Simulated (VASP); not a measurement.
Wanted: the native input for a VASP 6.6.1 run.

| Quantity | Value |
| --- | --- |
| Task | single point |
| Functional | PBEsol |
| Potentials or basis | VASP PAW PBE potentials, release 64 (Nb_sv, O) |
| Cutoff | 520 eV |
| k mesh | 8 × 8 × 8 |
| Occupations | fermi-dirac, width 0.15 eV |
| Spin | no spin polarisation |
| Dipole correction | no |
| Further INCAR settings | ALGO = Normal; EDIFF = 1e-06; NBANDS = 55 |

The structure of Nb3O lies in POSCAR:

```
Nb3O
1.0
    4.9139558905      0.0000000000      0.0000000000
    0.0000000000      4.9139558905      0.0000000000
    0.0000000000      0.0000000000      4.9139558905
Nb O
6 2
Direct
    0.2500000000      0.0000000000      0.5000000000
    0.5000000000      0.7500000000      0.0000000000
    0.7500000000      0.0000000000      0.5000000000
    0.5000000000      0.2500000000      0.0000000000
    0.0000000000      0.5000000000      0.7500000000
    0.0000000000      0.5000000000      0.2500000000
    0.0000000000      0.0000000000      0.0000000000
    0.5000000000      0.5000000000      0.5000000000
```

One way to write it, as run:

INCAR

```
PREC = Accurate
ENCUT = 520
EDIFF = 1E-6
ISMEAR = -1
SIGMA = 0.15
LREAL = False
LASPH = True
NELM = 80
ALGO = Normal
ISIF = 2
LWAVE = False
LCHARG = True
GGA = PS
LELF = True
LVHAR = True
NBANDS = 55
```

KPOINTS

```
Automatic mesh
0
Gamma
  8 8 8
```

Potentials or basis: VASP PAW PBE potentials, release 64 (Nb_sv, O).

The run is started by

```console
$ cat potpaw_PBE.64/Nb_sv/POTCAR potpaw_PBE.64/O/POTCAR > POTCAR
$ mpirun -np 1 vasp_std > vasp.out
```

It gave:

| Property | Result |
| --- | --- |
| Pressure | -0.1 GPa |
| Band gap on the k mesh | zero (bands 45 and 46 overlap by 0.46 eV) |

Caveat: the PAW data sets were made with another functional, which shifts forces and pressure a little.

Run time: 12 min on 1 thread of Intel Xeon 8259CL (shared host), peak memory 0.3 GiB.
